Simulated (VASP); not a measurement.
Input of a VASP 6.6.1 run:

File INCAR:

```
SYSTEM = CsW3
PREC     = Accurate       ! precision mode
ENCUT    = 600            ! plane-wave cutoff, eV
EDIFF    = 1E-6           ! SCF threshold, eV
ISMEAR   = 0              ! smearing method
SIGMA    = 0.1            ! smearing width, eV
LREAL    = .FALSE.        ! projectors in reciprocal space
LASPH    = .TRUE.         ! aspherical terms in the spheres
NELM     = 100            ! most SCF steps
ALGO     = Normal         ! electronic algorithm
ISIF     = 3              ! what is computed and relaxed
LWAVE    = .FALSE.        ! write WAVECAR
LCHARG   = .FALSE.        ! write CHGCAR
GGA      = PE             ! functional
IBRION   = 2              ! ionic algorithm
NSW      = 90             ! ionic steps
EDIFFG   = -0.04          ! ionic threshold
```

KPOINTS

```
Automatic mesh
0
G
  4 4 4
  0 0 0
```

The input POSCAR:

```
CsW3
1.0
    0.0000000000      3.8305532300      3.8305532300
    3.8305532300      0.0000000000      3.8305532300
    3.8305532300      3.8305532300      0.0000000000
Cs W
1 3
Direct
    0.5000000000      0.5000000000      0.5000000000
    0.2500000000      0.2500000000      0.2500000000
    0.7500000000      0.7500000000      0.7500000000
    0.0000000000      0.0000000000      0.0000000000
```

Potentials or basis: VASP PAW PBE potentials, release 64 (Cs_sv, W_sv).

Launch:

```sh
$ cat potpaw_PBE.64/Cs_sv/POTCAR potpaw_PBE.64/W_sv/POTCAR > POTCAR
$ mpirun -np 1 vasp_std > vasp.out
```

Q: Estimate the space group after relaxing (to 0.1 Å).

A: Fm-3m (No. 225).

Q: Estimate the band gap on the k mesh.

A: Zero (an odd number of electrons rules out a gap without spin polarisation).

Q: Estimate the relaxed cell.

A: a = 4.764 Å, b = 4.764 Å, c = 4.764 Å, α = 60.00°, β = 60.00°, γ = 60.00°.

Final structure:
```cif
data_structure
_symmetry_space_group_name_H-M 'P 1'
_symmetry_Int_Tables_number 1
_cell_length_a 4.7642
_cell_length_b 4.7642
_cell_length_c 4.7642
_cell_angle_alpha 60.000
_cell_angle_beta 60.000
_cell_angle_gamma 60.000
_cell_volume 76.46
loop_
_atom_site_label
_atom_site_type_symbol
_atom_site_fract_x
_atom_site_fract_y
_atom_site_fract_z
_atom_site_occupancy
Cs1 Cs 0.50000 0.50000 0.50000 1
W1 W 0.25000 0.25000 0.25000 1
W2 W 0.75000 0.75000 0.75000 1
W3 W 0.00000 0.00000 0.00000 1
```

Caveat: spin-orbit coupling is left out, which moves the levels of the heavy elements.
